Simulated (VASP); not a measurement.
# Rb (Fd-3m) in VASP: further runs, part 2 of 2

VASP 6.6.1. Earlier steps stand in the parts before.

## Step 5: Single point, RPBE (volume scaled by 1.12)

Input file INCAR:

```
SYSTEM = Rb
PREC = Accurate ; ENCUT = 520
EDIFF = 1E-6 ; ISMEAR = -1
SIGMA = 0.1 ; LREAL = .FALSE.
LASPH = .TRUE. ; NELM = 80
ALGO = Normal ; ISIF = 2
LWAVE = .FALSE. ; LCHARG = .TRUE.
GGA = RP ; LELF = .TRUE.
LVHAR = .TRUE. ; NBANDS = 16
```

Input file KPOINTS:

```
regular mesh
0
G
  6 6 6
  0 0 0
```

Input file POSCAR:

```
Rb
1.0
    0.0000000000      5.6242987296      5.6242987296
    5.6242987296      0.0000000000      5.6242987296
    5.6242987296      5.6242987296      0.0000000000
Rb
2
Direct
    0.1250000000      0.1250000000      0.1250000000
    0.8750000000      0.8750000000      0.8750000000
```

Potentials or basis: VASP PAW PBE potentials, release 64 (Rb_sv).

Run with:

```sh
cat potpaw_PBE.64/Rb_sv/POTCAR > POTCAR
mpirun -np 1 vasp_std > vasp.out
```

OUTCAR:

```text
SYSTEM = Rb
   PREC = Accurate
   ENCUT = 520
   EDIFF = 1E-6
   ISMEAR = -1
   LREAL = .FALSE.
   LASPH = .TRUE.
   NELM = 80
   ISIF = 2
   GGA = RP

 ion  position               nearest neighbor table
   1  0.125  0.125  0.125-   2 4.87   2 4.87   2 4.87   2 4.87
   2  0.875  0.875  0.875-   1 4.87   1 4.87   1 4.87   1 4.87

  LATTYP: Found a face centered cubic cell.
 ALAT       =    11.2485974592

  Lattice vectors:

 A1 = (   0.0000000000,   5.6242987296,   5.6242987296)
 A2 = (   5.6242987296,   0.0000000000,   5.6242987296)
 A3 = (   5.6242987296,   5.6242987296,   0.0000000000)

Analysis of symmetry for initial positions (statically):
=====================================================================
 Subroutine PRICEL returns:
 Original cell was already a primitive cell.

 Routine SETGRP: Setting up the symmetry group for a
 face centered cubic supercell.

 Subroutine GETGRP returns: Found 48 space group operations
 (whereof 12 operations were pure point group operations)
 out of a pool of 48 trial point group operations.

The static configuration has the point symmetry D_3d.
 The point group associated with its full space group is O_h .

Analysis of symmetry for dynamics (positions and initial velocities):
=====================================================================
 Subroutine PRICEL returns:
 Original cell was already a primitive cell.

 Routine SETGRP: Setting up the symmetry group for a
 face centered cubic supercell.

 Subroutine GETGRP returns: Found 48 space group operations
 (whereof 12 operations were pure point group operations)
 out of a pool of 48 trial point group operations.

The dynamic configuration has the point symmetry D_3d.
 The point group associated with its full space group is O_h .
[... 102 lines left out ...]
   NUPDOWN=      -1.0000    fix difference up-down
   EMIN   =  10.00;   EMAX   =-10.00  energy-range for DOS
   EFERMI =   0.00;   METHOD = LEGACY
   ISMEAR =    -1;   SIGMA  =   0.10  broadening in eV -4-tet -1-fermi 0-gaus
   EFERMI_NEDOS =   21; number of points for ismear=-14 and -15
   IALGO  =     38    algorithm
   IMIX   =      4    mixing-type and parameters
     AMIX     =   0.40;   BMIX     =  1.00
     AMIX_MAG =   1.60;   BMIX_MAG =  1.00
  volume/ion in A,a.u.               =     177.91      1200.61
  Fermi-wavevector in a.u.,A,eV,Ry     =   0.605463  1.144158  4.987690  0.366585
  Thomas-Fermi vector in A             =   1.659195
   LORBIT       =      0    0 simple, 1 ext, 2 COOP (PROOUT), +10 PAW based schemes
   GGA     = RP    functional components
   LHFCALC =     F    Hartree Fock is set to
   AEXX    =    0.0000 exact exchange contribution
   IVDW    =     0    specifies the selected vdW correction
   LEPSILON=     F    determine dielectric tensor
   LRPA    =     F    only Hartree local field effects (RPA)
 non-spin polarized calculation
  energy-cutoff  :      520.00
  volume of cell :      355.82
 maximum number of plane-waves:      9608
   NGX = 29   NGY = 29   NGZ = 29

 number of electron      18.0000000 magnetization

 Free energy of the ion-electron system (eV)
  ---------------------------------------------------
  ext. energy  EPLUGINS =         0.00000000
  ---------------------------------------------------
  free energy    TOTEN  =        -1.17200321 eV

  energy without entropy =       -1.11295162  energy(sigma->0) =       -1.14247742

 E-fermi :  -0.9249     XC(G=0):  -3.8457

 val. band max:       -0.9255776930   @ k =   0.5000   0.5000   0.0000
 cond. band min:      -0.8672188606   @ k =  -0.3333   0.5000   0.1667
 fundamental gap:      0.0583588324
 Fermi energy:        -0.9249282796

 k-point     1 :       0.0000    0.0000    0.0000
  band No.  band energies     occupation
      1     -30.3322      2.00000
      2     -30.3282      2.00000
      3     -14.4337      2.00000
      4     -14.4337      2.00000
      5     -14.4337      2.00000
      6     -14.3985      2.00000
[... 281 lines left out ...]
      3     -14.4402      2.00000
      4     -14.4402      2.00000
      5     -14.4163      2.00000
      6     -14.4163      2.00000
[... 8 lines left out ...]
     15       1.6330      0.00000
     16       1.6330      0.00000

------------------------ aborting loop because EDIFF is reached ----------------------------------------

  FORCE on cell =-STRESS in cart. coord.  units (eV):
  Direction    XX          YY          ZZ          XY          YZ          ZX
  --------------------------------------------------------------------------------------
  -------------------------------------------------------------------------------------
  Total       -0.1405756     -0.1405756     -0.1405756      0.0000000      0.0000000     -0.0000000
  in kB       -0.6329732     -0.6329732     -0.6329732      0.0000000      0.0000000     -0.0000000
  external PRESSURE =      -0.6329732 kB  Pullay stress =       0.0000000 kB

 VOLUME and BASIS-vectors are now :
 -----------------------------------------------------------------------------
  energy-cutoff  :      520.00
  volume of cell :      355.82
      direct lattice vectors                 reciprocal lattice vectors
     0.000000000  5.624298730  5.624298730    -0.088899972  0.088899972  0.088899972
     5.624298730  0.000000000  5.624298730     0.088899972 -0.088899972  0.088899972
     5.624298730  5.624298730  0.000000000     0.088899972  0.088899972 -0.088899972

 POSITION                                       TOTAL-FORCE (eV/Angst)
 -----------------------------------------------------------------------------------
      1.40607      1.40607      1.40607        -0.000000     -0.000000      0.000000
      9.84252      9.84252      9.84252         0.000000      0.000000     -0.000000
 -----------------------------------------------------------------------------------
    total drift:                               -0.000000      0.000000     -0.000000

  FREE ENERGIE OF THE ION-ELECTRON SYSTEM (eV)
  ---------------------------------------------------
  free  energy   TOTEN  =        -1.1720032106 eV

  energy  without entropy=       -1.1129516220  energy(sigma->0) =       -1.14247742
```

stdout:

```text
POSCAR found type information on POSCAR Rb
 POSCAR found :  1 types and       2 ions
 scaLAPACK will be used
 -----------------------------------------------------------------------------
|                                                                             |
|                                                                             |
|     You enforced a specific xc type in the INCAR file but a different       |
|     I HOPE YOU KNOW WHAT YOU ARE DOING!                                     |
|                                                                             |
 -----------------------------------------------------------------------------

 LDA part: xc-table for (Slater+PW92), standard interpolation
 POSCAR, INCAR and KPOINTS ok, starting setup
 FFT: planning ... GRIDC
 FFT: planning ... GRID_SOFT
 FFT: planning ... GRID
 WAVECAR not read
 entering main loop
```

Run time: 1.8 min. Hardware: 1 thread of Intel Xeon Platinum 8488C (Sapphire Rapids), shared host; peak memory 0.48 GiB.

What came out:

| Item | Value |
| --- | --- |
| Free energy | -1.1720 eV |
| Pressure | -0.1 GPa |
| Band gap on the k mesh | zero (band 9 reaches -0.87 eV, above the bottom of band 10 at -0.93 eV) |

Levels at points of the mesh, in eV from the Fermi level:
```tsv
k point	band 7	band 8	band 9	band 10	band 11	band 12
(0.00, 0.00, 0.00)	-13.47	-13.47	-1.23	1.87	1.87	1.87
(0.50, 0.00, 0.00)	-13.47	-13.47	-0.52	0.08	1.78	1.78
(0.50, 0.50, 0.00)	-13.47	-13.47	0.00	0.00	1.19	1.19
```

Caveat: the PAW data sets were made with another functional, which shifts forces and pressure a little.

## Step 6: Single point, RPBE

Input file INCAR:

```
PREC = Accurate
ENCUT = 520
EDIFF = 1E-6
ISMEAR = -1
SIGMA = 0.1
LREAL = F
LASPH = T
NELM = 80
ALGO = Normal
ISIF = 2
LWAVE = F
LCHARG = T
GGA = RP
LELF = T
LVHAR = T
NBANDS = 16
```

Input file KPOINTS:

```
regular mesh
0
Gamma
  8 8 8
```

Input file POSCAR:

```
Rb
1.0
    0.0000000000      5.4157969362      5.4157969362
    5.4157969362      0.0000000000      5.4157969362
    5.4157969362      5.4157969362      0.0000000000
Rb
2
Direct
    0.1250000000      0.1250000000      0.1250000000
    0.8750000000      0.8750000000      0.8750000000
```

Potentials or basis: VASP PAW PBE potentials, release 64 (Rb_sv).

Run with:

```sh
cat potpaw_PBE.64/Rb_sv/POTCAR > POTCAR
mpirun -np 1 vasp_std > vasp.out
```

It took 2.7 min on 1 thread of Intel Xeon Platinum 8488C (Sapphire Rapids), shared host; peak memory 0.52 GiB.

Results (log left out):

```
Free energy            : -1.1802 eV
Pressure               : 0.0 GPa
Band gap on the k mesh : zero (band 9 reaches -0.65 eV, above the bottom of band 10 at -0.77 eV)
```

Levels at points of the mesh, in eV from the Fermi level:
```csv
k point,band 6,band 7,band 8,band 9,band 10,band 11,band 12,band 13
"(0.00, 0.00, 0.00)",-13.47,-13.47,-13.47,-1.36,1.95,1.95,1.95,2.22
"(0.50, 0.00, 0.00)",-13.47,-13.46,-13.46,-0.55,0.02,1.77,1.77,1.90
"(0.50, 0.50, 0.00)",-13.49,-13.46,-13.46,0.01,0.01,1.14,1.14,1.46
```

Caveat: the PAW data sets were made with another functional, which shifts forces and pressure a little.

## Step 7: The runs side by side

```csv
cell,k mesh,gap on the mesh (eV),pressure (GPa)
"a = 7.659 Å, angles 60.0°, 2 atoms",6 × 6 × 6,none,0.0
"a = 7.760 Å, angles 60.0°, 2 atoms",6 × 6 × 6,none,0.0
"a = 7.858 Å, angles 60.0°, 2 atoms",6 × 6 × 6,none,0.0
"a = 7.954 Å, angles 60.0°, 2 atoms",6 × 6 × 6,none,-0.1
"a = 7.659 Å, angles 60.0°, 2 atoms",8 × 8 × 8,none,0.0
```

Alike in all rows: task single point; level RPBE; potentials or basis VASP PAW PBE potentials, release 64 (Rb_sv); no spin polarisation; cutoff (eV) 520; smearing fermi-dirac 0.1 eV.

Caveats: the PAW data sets were made with another functional, which shifts forces and pressure a little.

Absolute energies hang on the potentials; compare differences alone.
